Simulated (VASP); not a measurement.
Write the native input for VASP 6.6.1 that does the following.

| Quantity | Value |
| --- | --- |
| Task | single point |
| Functional | PBE |
| Potentials or basis | VASP PAW PBE potentials, release 64 (Pb_d, F) |
| Cutoff | 520 eV |
| k mesh | 8 × 8 × 8 |
| Occupations | fermi-dirac, width 0.02 eV |
| Spin | no spin polarisation |
| Dipole correction | no |
| Further INCAR settings | ALGO = Normal; EDIFF = 1e-06; NBANDS = 21 |

The structure of PbF2 lies in POSCAR:

```
PbF2
1.0
   -0.1638789641      2.9149774829      2.9149774829
    2.9149774829     -0.1638789641      2.9149774829
    2.9149774829      2.9149774829     -0.1638789641
Pb F
1 2
Direct
    0.0000000000      0.0000000000      0.0000000000
    0.2561128017      0.2561128017      0.2561128017
    0.7438871983      0.7438871983      0.7438871983
```

This cell differs from its parent crystal: epitaxial 111 strain +4.0%.

The input as run:

INCAR

```
SYSTEM = PbF2
ALGO = Normal
EDIFF = 1E-6
ENCUT = 520
GGA = PE
ISIF = 2
ISMEAR = -1
LASPH = .TRUE.
LCHARG = .FALSE.
LREAL = .FALSE.
LWAVE = .FALSE.
NBANDS = 21
NELM = 60
PREC = Accurate
SIGMA = 0.02
```

KPOINTS

```
k-points
0
G
  8 8 8
  0 0 0
```

Potentials or basis: VASP PAW PBE potentials, release 64 (Pb_d, F).

Run with:

```sh
$ cat potpaw_PBE.64/Pb_d/POTCAR potpaw_PBE.64/F/POTCAR > POTCAR
$ mpirun -np 1 vasp_std > vasp.out
```

Results of the run:

The pressure is 0.2 GPa. The largest force is 0.026 eV/Å and the band gap on the k mesh is 4.40 eV, indirect (least direct gap 4.55 eV).

Caveat: the cell differs from its parent crystal (epitaxial 111 strain +4.0%); spin-orbit coupling is left out, which moves the levels of the heavy elements.

Run time: 59 s on 1 thread of Intel(R) Xeon(R) Platinum 8259CL CPU @ 2.50GHz (Skylake/Cascade Lake) (shared host), peak memory 0.21 GiB.
